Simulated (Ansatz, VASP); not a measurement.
# One calculation of Si2W, two programs

```
W Si
1.0
    -1.61432    1.61432    3.93493
     1.61432   -1.61432    3.93493
     1.61432    1.61432   -3.93493
W Si
1 2
Direct
  0.00000 0.00000 0.00000
  0.33450 0.33450 0.00000
  0.66550 0.66550 0.00000
```

Alike in both runs: functional PBE; k mesh 15 × 15 × 15; occupations fermi-dirac, width 0.1 eV; no spin polarisation.

Ansatz relaxed the structure, and its values are those at the end. VASP's run is a single point on that final structure, the one shown.

|  | VASP | Ansatz |
| --- | --- | --- |
| version | VASP 6.6.1 | Ansatz 0.2.0 |
| potentials or method | VASP PAW PBE potentials, release 64 (W_sv, Si) | PAW with Ansatz's default frozen-core files, scalar-relativistic |
| plane-wave cutoff (eV) | 520 | 420 |
| valence electrons in the cell | 22 | 22 |

Ansatz gave:

```
pressure (GPa) : 0.0
```

**Question.** What did VASP give for the same quantities?

**Answer.** Pressure (GPa): 0.1.

With one functional, cell and mesh, what is left measures potentials, basis and numerics.

Neither program's run includes spin-orbit coupling.
